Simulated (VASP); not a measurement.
# BAs (scanso): single point with r2SCAN

BAs (scanso):

```xyz
2
Lattice="0.0000 2.3913 2.3913 2.3913 0.0000 2.3913 2.3913 2.3913 0.0000" Properties=species:S:1:pos:R:3 pbc="T T T"
B     0.0000    0.0000    0.0000
As    1.1956    1.1956    1.1956
```

```
Program                : VASP 6.6.1
Task                   : single point
Functional             : r2SCAN
Potentials or basis    : VASP PAW PBE potentials, release 64 (B, As)
Cutoff                 : 520 eV
k mesh                 : 8 × 8 × 8
Occupations            : gaussian, width 0.01 eV
Spin                   : non-collinear spin, zero start, spin-orbit coupling
Starting moments       : [[0.0, 0.0, 0.0], [0.0, 0.0, 0.0]] μB
Dipole correction      : no
Further INCAR settings : ALGO = Normal; EDIFF = 1e-06; NBANDS = 20
```

* Pressure: 0.4 GPa
* Net moment: 0.00 μB per cell
* Valence electrons inside the program's atomic spheres: B 1.83; As 2.96

Moments on the atoms (μB; x, y, z):
```
B   0.00 0.00 0.00
As  0.00 0.00 0.00
```

Wall time 3.5 min on 1 thread of Intel(R) Xeon(R) 6975P-C (Granite Rapids) (shared host), peak memory 0.3 GiB.

Caveat: the PAW data sets were made with another functional, which shifts forces and pressure a little.
